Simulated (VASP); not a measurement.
Wanted: the native input for a VASP 6.6.1 run.

```
Task                   : single point
Functional             : PBE
Potentials or basis    : VASP PAW PBE potentials, release 64 (Rh_pv)
Cutoff                 : 500 eV
k mesh                 : 13 × 13 × 13
Occupations            : fermi-dirac, width 0.1 eV
Spin                   : no spin polarisation
Dipole correction      : no
Further INCAR settings : ALGO = Normal; EDIFF = 1e-06; NBANDS = 14
```

The structure of Rh lies in POSCAR:

```
Rh
1.0
    0.0000000000      1.8186792351      1.8186792351
    1.8186792351      0.0000000000      1.8186792351
    1.8186792351      1.8186792351      0.0000000000
Rh
1
Direct
    0.0000000000      0.0000000000      0.0000000000
```

The input as run:

INCAR

```
SYSTEM = Rh
ALGO = Normal
EDIFF = 1E-6
ENCUT = 500
GGA = PE
GGA_COMPAT = .False.
ISIF = 2
ISMEAR = -1
LASPH = .True.
LCHARG = .True.
LELF = .True.
LREAL = .False.
LVHAR = .True.
LWAVE = .False.
NBANDS = 14
NELM = 120
PREC = Accurate
SIGMA = 0.1
```

KPOINTS

```
k-points
0
Gamma
  13 13 13
  0 0 0
```

Potentials or basis: VASP PAW PBE potentials, release 64 (Rh_pv).

The run is started by

```sh
$ cat potpaw_PBE.64/Rh_pv/POTCAR > POTCAR
$ mpirun -np 1 vasp_std > vasp.out
```

It gave:

```
Pressure : 59.8 GPa
```

It took 20 s on 1 thread of Intel Xeon 8259CL, on a shared host, peak memory 0.13 GiB.
